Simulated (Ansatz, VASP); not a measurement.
One calculation of P, two programs

```
CELL_PARAMETERS angstrom
2.44466 0.00000 0.00000
0.00000 2.44466 0.00000
0.00000 0.00000 2.44466
ATOMIC_POSITIONS crystal
P 0.00000 0.00000 0.00000
```

Alike in both runs: functional PBE; k mesh 22 × 22 × 22; occupations gaussian, width 0.1 eV; no spin polarisation.

Ansatz relaxed the structure, and its values are those at the end. VASP's run is a single point on that final structure, the one shown.

|  | VASP | Ansatz |
| --- | --- | --- |
| version | VASP 6.6.1 | Ansatz 0.2.0 |
| potentials or method | VASP PAW PBE potentials, release 64 (P), cutoff 520 eV | scalar-relativistic, plane waves, PAW |
| valence electrons in the cell | 5 | 5 |

```tsv
	VASP	Ansatz	Ansatz less VASP
gap on the k mesh at the Fermi level (eV)	none	none	-
pressure (GPa)	-0.3	0.0	+0.28
```

A gap of «none» marks a metal or a gap that the smearing closes.
